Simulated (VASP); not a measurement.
Set up this calculation in VASP 6.6.1, as the native input.

| Quantity | Value |
| --- | --- |
| Task | relaxation of cell and atoms |
| Functional | PBE |
| Potentials or basis | VASP PAW PBE potentials, release 64 (Ba_sv, S) |
| Cutoff | 600 eV |
| k mesh | 8 × 8 × 8 |
| Occupations | gaussian, width 0.02 eV |
| Spin | no spin polarisation |
| Dipole correction | no |
| Further INCAR settings | ALGO = Normal; EDIFF = 1e-06; IBRION = 2; EDIFFG = -0.01; NSW = 100; ISIF = 3 |

The structure of BaS lies in POSCAR:

```
BaS
1.0
    0.0000000000      3.2158411853      3.2158411853
    3.2158411853      0.0000000000      3.2158411853
    3.2158411853      3.2158411853      0.0000000000
Ba S
1 1
Direct
    0.0000000000      0.0000000000      0.0000000000
    0.5000000000      0.5000000000      0.5000000000
```

The input as run:

INCAR

```
PREC = Accurate ; ENCUT = 600
EDIFF = 1E-6 ; ISMEAR = 0
SIGMA = 0.02 ; LREAL = F
LASPH = T ; NELM = 80
ALGO = Normal ; ISIF = 3
LWAVE = F ; LCHARG = F
GGA = PE ; IBRION = 2
NSW = 100 ; EDIFFG = -0.01
```

KPOINTS

```
Automatic mesh
0
Gamma
  8 8 8
```

Potentials or basis: VASP PAW PBE potentials, release 64 (Ba_sv, S).

Launch:

```console
$ cat potpaw_PBE.64/Ba_sv/POTCAR potpaw_PBE.64/S/POTCAR > POTCAR
$ mpirun -np 1 vasp_std > vasp.out
```

It gave:

The relaxed volume is 33.65 Å³/atom and the relaxed cell is a = 4.566 Å, b = 4.566 Å, c = 4.566 Å, α = 60.00°, β = 60.00°, γ = 60.00°. The space group after relaxing (to 0.1 Å) is Fm-3m (No. 225) and the energy gained by relaxing is 0.6 meV/atom. The ionic steps are 3, the pressure after relaxing is 0.0 GPa and the band gap on the k mesh is 2.16 eV (least direct gap 2.31 eV).

Caveat: spin-orbit coupling is left out, which moves the levels of the heavy elements.

Wall time 58 s on 1 thread of Intel(R) Xeon(R) Platinum 8488C (Sapphire Rapids), on a shared host, peak memory 0.22 GiB.
